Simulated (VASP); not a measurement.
# ScGa2N3 (Cmc2_1) in VASP: single point with PBE

Aim: the single point of ScGa2N3 with PBE.

All numbers are computed with VASP 6.6.1; they aren't measurements. Logs are shortened: lines on timing, memory, paths and dates and some standing lists are left out, and cuts for length are marked.

## Step 1: The cell of the first run

Symmetry: Cmc2_1, No. 36, orthorhombic system. Conventional cell: a = 9.990 Å, b = 5.758 Å, c = 5.272 Å, α = 90.00°, β = 90.00°, γ = 90.00°. Sc (site symmetry m) has 4 N at 2.11 to 2.12 Å within 2.8 Å. Within 2.6 Å of Ga (site symmetry 1) lie 4 N at 1.97 to 1.99 Å. N (site symmetry 1) has 3 Ga at 1.97 to 1.98 Å and 1 Sc at 2.11 Å within 2.6 Å. Within 2.6 Å of N (site symmetry m) lie 2 Ga at 1.99 Å and 2 Sc at 2.11 to 2.12 Å.

## Step 2: Single point, PBE

INCAR reads:

```
ALGO = Normal
EDIFF = 1E-6
ENCUT = 520
GGA = PE
ISIF = 2
ISMEAR = 0
LASPH = True
LCHARG = False
LREAL = False
LWAVE = False
NBANDS = 64
NELM = 80
PREC = Accurate
SIGMA = 0.15
```

KPOINTS reads:

```
k-points
0
Gamma
  3 3 2
```

POSCAR reads:

```
ScGa2N3
1.0
    4.9949903905     -2.8788415158      0.0000000000
    4.9949903905      2.8788415158      0.0000000000
    0.0000000000      0.0000000000      5.2722529186
Sc Ga N
2 4 6
Direct
    0.1751249951      0.8248750049      0.0030969724
    0.8248750049      0.1751249951      0.5030969724
    0.5037010410      0.8360031608      0.4974491379
    0.4962989590      0.1639968392     -0.0025508621
    0.1639968392      0.4962989590      0.4974491379
    0.8360031608      0.5037010410     -0.0025508621
    0.5205827704      0.8311919020      0.1229855487
    0.1688080980      0.4794172296      0.1229855487
    0.8204493089      0.1795506911      0.1010336545
    0.4794172296      0.1688080980      0.6229855487
    0.8311919020      0.5205827704      0.6229855487
    0.1795506911      0.8204493089      0.6010336545
```

Potentials or basis: VASP PAW PBE potentials, release 64 (Sc_sv, Ga_d, N).

Run with:

```
$ cat potpaw_PBE.64/Sc_sv/POTCAR potpaw_PBE.64/Ga_d/POTCAR potpaw_PBE.64/N/POTCAR > POTCAR
$ mpirun -np 1 vasp_std > vasp.out
```

OUTCAR:

```text
EDIFF = 1E-6
   ENCUT = 520
   GGA = PE
   ISIF = 2
   ISMEAR = 0
   LASPH = True
   LREAL = False
   NELM = 80
   PREC = Accurate

 ion  position               nearest neighbor table
   1  0.175  0.825  0.003-   9 2.11   8 2.11   7 2.11  12 2.12   2 3.32   2 3.32
   2  0.825  0.175  0.503-  12 2.11  11 2.11  10 2.11   9 2.12   1 3.32   1 3.32
   3  0.504  0.836  0.497-  11 1.97  10 1.97   7 1.98  12 1.99
   4  0.496  0.164  0.997-   8 1.97   7 1.97  10 1.98   9 1.99
   5  0.164  0.496  0.497-  10 1.97  11 1.97   8 1.98  12 1.99
   6  0.836  0.504  0.997-   7 1.97   8 1.97  11 1.98   9 1.99
   7  0.521  0.831  0.123-   6 1.97   4 1.97   3 1.98   1 2.11
   8  0.169  0.479  0.123-   4 1.97   6 1.97   5 1.98   1 2.11
   9  0.820  0.180  0.101-   4 1.99   6 1.99   1 2.11   2 2.12
  10  0.479  0.169  0.623-   5 1.97   3 1.97   4 1.98   2 2.11
  11  0.831  0.521  0.623-   3 1.97   5 1.97   6 1.98   2 2.11
  12  0.180  0.820  0.601-   3 1.99   5 1.99   2 2.11   1 2.12

  LATTYP: Found a base centered orthorhombic cell.
 ALAT       =     5.7576830316
 B/A-ratio  =     1.7350695976
 C/A-ratio  =     0.9156900249

  Lattice vectors:

 A1 = (  -4.9949903905,  -2.8788415158,   0.0000000000)
 A2 = (   4.9949903905,  -2.8788415158,   0.0000000000)
 A3 = (   0.0000000000,   0.0000000000,   5.2722529186)

Analysis of symmetry for initial positions (statically):
=====================================================================
 Subroutine PRICEL returns:
 Original cell was already a primitive cell.

 Routine SETGRP: Setting up the symmetry group for a
 base centered orthorhombic supercell.

 Subroutine GETGRP returns: Found  4 space group operations
 (whereof  2 operations were pure point group operations)
 out of a pool of  8 trial point group operations.

The static configuration has the point symmetry C_1h.
 The point group associated with its full space group is C_2v.

Analysis of symmetry for dynamics (positions and initial velocities):
=====================================================================
 Subroutine PRICEL returns:
 Original cell was already a primitive cell.

 Routine SETGRP: Setting up the symmetry group for a
 base centered orthorhombic supercell.

 Subroutine GETGRP returns: Found  4 space group operations
 (whereof  2 operations were pure point group operations)
 out of a pool of  8 trial point group operations.

The dynamic configuration has the point symmetry C_1h.
 The point group associated with its full space group is C_2v.

 Subroutine INISYM returns: Found  4 space group operations
 (whereof  2 operations are pure point group operations),
 and found     1 'primitive' translations

----------------------------------------------------------------------------------------

                                     Primitive cell

  volume of cell :     151.6277

  direct lattice vectors                    reciprocal lattice vectors
     4.994990390 -2.878841516  0.000000000     0.100100293 -0.173680975  0.000000000
     4.994990390  2.878841516  0.000000000     0.100100293  0.173680975  0.000000000
     0.000000000  0.000000000  5.272252919     0.000000000  0.000000000  0.189672236

  length of vectors
     5.765210965  5.765210965  5.272252919     0.200462339  0.200462339  0.189672236

  position of ions in fractional coordinates (direct lattice)
     0.175124995  0.824875005  0.003096972
     0.824875005  0.175124995  0.503096972
     0.503701041  0.836003161  0.497449138
     0.496298959  0.163996839  0.997449138
     0.163996839  0.496298959  0.497449138
     0.836003161  0.503701041  0.997449138
     0.520582770  0.831191902  0.122985549
     0.168808098  0.479417230  0.122985549
     0.820449309  0.179550691  0.101033655
     0.479417230  0.168808098  0.622985549
     0.831191902  0.520582770  0.622985549
     0.179550691  0.820449309  0.601033655

  ion indices of the primitive-cell ions
   primitive index   ion index
                 1           1
                 2           2
                 3           3
                 4           4
                 5           5
                 6           6
                 7           7
                 8           8
                 9           9
                10          10
                11          11
                12          12

----------------------------------------------------------------------------------------

 KPOINTS: k-points

Automatic generation of k-mesh.
 Grid dimensions read from file:
 generate k-points for:    3    3    2

 Generating k-lattice:

  Cartesian coordinates                     Fractional coordinates (reciprocal lattice)
     0.033366764 -0.057893658  0.000000000     0.333333333  0.000000000  0.000000000
     0.033366764  0.057893658  0.000000000     0.000000000  0.333333333  0.000000000
     0.000000000  0.000000000  0.094836118     0.000000000  0.000000000  0.500000000

  Length of vectors
     0.066820780  0.066820780  0.094836118

  Shift w.r.t. Gamma in fractional coordinates (k-lattice)
     0.000000000  0.000000000  0.000000000

 Subroutine IBZKPT returns following result:
 ===========================================

 Found      8 irreducible k-points:

 Following reciprocal coordinates:
            Coordinates               Weight
  0.000000  0.000000  0.000000      1.000000
  0.333333 -0.000000  0.000000      4.000000
  0.333333  0.333333  0.000000      2.000000
 -0.333333  0.333333  0.000000      2.000000
  0.000000  0.000000  0.500000      1.000000
  0.333333 -0.000000  0.500000      4.000000
  0.333333  0.333333  0.500000      2.000000
 -0.333333  0.333333  0.500000      2.000000
   k-points           NKPTS =      8   k-points in BZ     NKDIM =      8   number of bands    NBANDS=     64
   number of dos      NEDOS =    301   number of ions     NIONS =     12
   total plane-waves  NPLWV =  92160
   dimension x,y,z NGX =    48 NGY =   48 NGZ =   40
   dimension x,y,z NGXF=    96 NGYF=   96 NGZF=   80
   ions per type =               2   4   6
   NGX,Y,Z   is equivalent  to a cutoff of  13.84, 13.84, 12.61 a.u.
   NGXF,Y,Z  is equivalent  to a cutoff of  27.68, 27.68, 25.23 a.u.
 SYSTEM =  unknown system
   PREC   = accura    normal or accurate (medium, high low for compatibility)
   ISTART =      0    job   : 0-new  1-cont  2-samecut
   ICHARG =      2    charge: 1-file 2-atom 10-const
   ISPIN  =      1    spin polarized calculation?
   LNONCOLLINEAR =      F non collinear calculations
   LSORBIT =      F    spin-orbit coupling
   LASPH  =      T    aspherical Exc in radial PAW
   ENCUT  =  520.0 eV  38.22 Ry    6.18 a.u.  10.72 10.72  9.80*2*pi/ulx,y,z
   NELM   =     80;   NELMIN=  2; NELMDL= -5     # of ELM steps
   EDIFF  = 0.1E-05   stopping-criterion for ELM
   LREAL  =      F    real-space projection
[... 7 lines left out ...]
   TEBEG  =    0.0;   TEEND  =   0.0 temperature during run
   PSTRESS=    0.0 pullay stress
   NELECT =     104.0000    total number of electrons
   NUPDOWN=      -1.0000    fix difference up-down
   EMIN   =  10.00;   EMAX   =-10.00  energy-range for DOS
   EFERMI =   0.00;   METHOD = LEGACY
   ISMEAR =     0;   SIGMA  =   0.15  broadening in eV -4-tet -1-fermi 0-gaus
   EFERMI_NEDOS =   21; number of points for ismear=-14 and -15
   IALGO  =     38    algorithm
   IMIX   =      4    mixing-type and parameters
     AMIX     =   0.40;   BMIX     =  1.00
     AMIX_MAG =   1.60;   BMIX_MAG =  1.00
  volume/ion in A,a.u.               =      12.64        85.27
  Fermi-wavevector in a.u.,A,eV,Ry     =   1.443754  2.728299 28.360314  2.084424
  Thomas-Fermi vector in A             =   2.562126
   LORBIT       =      0    0 simple, 1 ext, 2 COOP (PROOUT), +10 PAW based schemes
   GGA     = PE    functional components
   LHFCALC =     F    Hartree Fock is set to
   AEXX    =    0.0000 exact exchange contribution
   IVDW    =     0    specifies the selected vdW correction
   LEPSILON=     F    determine dielectric tensor
   LRPA    =     F    only Hartree local field effects (RPA)
 non-spin polarized calculation
 Gauss-broadening in eV      SIGMA  =   0.15
  energy-cutoff  :      520.00
  volume of cell :      151.63
 maximum number of plane-waves:      4111
 NGX is ok and might be reduce to    48
   NGX = 21   NGY = 21   NGZ = 19

 number of electron     103.9999997 magnetization

 Free energy of the ion-electron system (eV)
  ---------------------------------------------------
  ext. energy  EPLUGINS =         0.00000000
  ---------------------------------------------------
  free energy    TOTEN  =       -83.99445669 eV

  energy without entropy =      -83.99445669  energy(sigma->0) =      -83.99445669

 E-fermi :   4.5930     XC(G=0): -11.1038

 val. band max:        3.8614808144   @ k =   0.3333   0.3333   0.0000
 cond. band min:       6.8154927363   @ k =   0.0000   0.0000   0.0000
 fundamental gap:      2.9540119219
 Fermi energy:         4.5930318302

 k-point     1 :       0.0000    0.0000    0.0000
  band No.  band energies     occupation
      1     -43.4643      2.00000
      2     -43.4445      2.00000
      3     -22.2645      2.00000
      4     -22.2105      2.00000
      5     -22.1925      2.00000
      6     -22.1708      2.00000
[... 56 lines left out ...]
     63       9.7553      0.00000
     64      10.1356      0.00000

 k-point     2 :       0.3333   -0.0000    0.0000
  band No.  band energies     occupation
      1     -43.4642      2.00000
      2     -43.4446      2.00000
      3     -22.2632      2.00000
      4     -22.2082      2.00000
      5     -22.1927      2.00000
      6     -22.1719      2.00000
[... 56 lines left out ...]
     63      10.1042      0.00000
     64      10.2629      0.00000

 k-point     3 :       0.3333    0.3333    0.0000
  band No.  band energies     occupation
      1     -43.4643      2.00000
      2     -43.4445      2.00000
      3     -22.2643      2.00000
      4     -22.2108      2.00000
      5     -22.1956      2.00000
      6     -22.1706      2.00000
[... 56 lines left out ...]
     63       9.9352      0.00000
     64      10.4149      0.00000

 k-point     4 :      -0.3333    0.3333    0.0000
  band No.  band energies     occupation
      1     -43.4642      2.00000
      2     -43.4446      2.00000
      3     -22.2631      2.00000
      4     -22.2084      2.00000
      5     -22.1943      2.00000
      6     -22.1716      2.00000
[... 56 lines left out ...]
     63      10.0011      0.00000
     64      10.1305      0.00000

 k-point     5 :       0.0000    0.0000    0.5000
  band No.  band energies     occupation
      1     -43.4544      2.00000
      2     -43.4544      2.00000
      3     -22.2554      2.00000
      4     -22.2554      2.00000
      5     -22.1814      2.00000
      6     -22.1814      2.00000
[... 56 lines left out ...]
     63      10.2750      0.00000
     64      10.2762      0.00000

 k-point     6 :       0.3333   -0.0000    0.5000
  band No.  band energies     occupation
      1     -43.4544      2.00000
      2     -43.4544      2.00000
      3     -22.2593      2.00000
      4     -22.2593      2.00000
      5     -22.1819      2.00000
      6     -22.1819      2.00000
[... 56 lines left out ...]
     63      10.3664      0.00000
     64      10.3667      0.00000

 k-point     7 :       0.3333    0.3333    0.5000
  band No.  band energies     occupation
      1     -43.4544      2.00000
      2     -43.4544      2.00000
      3     -22.2557      2.00000
      4     -22.2557      2.00000
      5     -22.1828      2.00000
      6     -22.1828      2.00000
[... 56 lines left out ...]
     63      10.3386      0.00000
     64      10.3402      0.00000

 k-point     8 :      -0.3333    0.3333    0.5000
  band No.  band energies     occupation
      1     -43.4544      2.00000
      2     -43.4544      2.00000
      3     -22.2594      2.00000
      4     -22.2594      2.00000
      5     -22.1826      2.00000
      6     -22.1826      2.00000
[... 56 lines left out ...]
     63      10.7581      0.00000
     64      10.8237      0.00000

------------------------ aborting loop because EDIFF is reached ----------------------------------------

  FORCE on cell =-STRESS in cart. coord.  units (eV):
  Direction    XX          YY          ZZ          XY          YZ          ZX
  --------------------------------------------------------------------------------------
  -------------------------------------------------------------------------------------
  Total        0.2370473      0.4268318      0.4398663      0.0000000      0.0000000      0.0000000
  in kB        2.5047649      4.5101262      4.6478557      0.0000000      0.0000000      0.0000000
  external PRESSURE =       3.8875823 kB  Pullay stress =       0.0000000 kB

 VOLUME and BASIS-vectors are now :
 -----------------------------------------------------------------------------
  energy-cutoff  :      520.00
  volume of cell :      151.63
      direct lattice vectors                 reciprocal lattice vectors
     4.994990390 -2.878841516  0.000000000     0.100100293 -0.173680975  0.000000000
     4.994990390  2.878841516  0.000000000     0.100100293  0.173680975  0.000000000
     0.000000000  0.000000000  5.272252919     0.000000000  0.000000000  0.189672236

 POSITION                                       TOTAL-FORCE (eV/Angst)
 -----------------------------------------------------------------------------------
      4.99499      1.87053      0.01633         0.000000     -0.016956      0.045015
      4.99499     -1.87053      2.65245         0.000000      0.016956      0.045015
      6.69181      0.95665      2.62268        -0.008501      0.014008      0.002696
      3.29817     -0.95665      5.25880         0.008501     -0.014008      0.002696
      3.29817      0.95665      2.62268         0.008501      0.014008      0.002696
      6.69181     -0.95665      5.25880        -0.008501     -0.014008      0.002696
      6.75210      0.89419      0.64841         0.031444     -0.005001      0.004674
      3.23788      0.89419      0.64841        -0.031444     -0.005001      0.004674
      4.99499     -1.84505      0.53267         0.000000      0.032698     -0.059757
      3.23788     -0.89419      3.28454        -0.031444      0.005001      0.004674
      6.75210     -0.89419      3.28454         0.031444      0.005001      0.004674
      4.99499      1.84505      3.16880         0.000000     -0.032698     -0.059757
 -----------------------------------------------------------------------------------
    total drift:                               -0.000001     -0.000000     -0.001164

  FREE ENERGIE OF THE ION-ELECTRON SYSTEM (eV)
  ---------------------------------------------------
  free  energy   TOTEN  =       -83.9944566948 eV

  energy  without entropy=      -83.9944566948  energy(sigma->0) =      -83.99445669
```

Wall time 2.2 min (1 thread of Oxide Virtual Turin-like, shared host); peak memory 0.28 GiB.

Results:

| Quantity | Value |
| --- | --- |
| Free energy | -83.9945 eV |
| Pressure | 0.4 GPa |
| Largest force | 0.068 eV/Å |
| Band gap on the k mesh | 2.95 eV, indirect (least direct gap 2.98 eV) |

Forces in eV/Å, atoms in the order of the input:
```
Sc   0.000 -0.017  0.045
Sc   0.000  0.017  0.045
Ga  -0.009  0.014  0.003
Ga   0.009 -0.014  0.003
Ga   0.009  0.014  0.003
Ga  -0.009 -0.014  0.003
N    0.031 -0.005  0.005
N   -0.031 -0.005  0.005
N    0.000  0.033 -0.060
N   -0.031  0.005  0.005
N    0.031  0.005  0.005
N    0.000 -0.033 -0.060
```

Stress tensor (GPa, compression positive):
```
0.25 0.00 0.00
0.00 0.45 0.00
0.00 0.00 0.46
```

Levels at points of the mesh, in eV from the valence-band top:
```
           k point  band 48  band 49  band 50  band 51  band 52  band 53  band 54  band 55  band 56  band 57
(0.00, 0.00, 0.00)    -0.64    -0.59    -0.29    -0.28    -0.03     2.95     3.52     3.89     4.70     4.77
(0.00, 0.00, 0.50)    -0.57    -0.43    -0.43    -0.38    -0.38     4.47     4.47     4.69     4.69     4.92
```

Caveat: the k points lie up to 0.60 Å⁻¹ apart. A k mesh can miss the band edges.
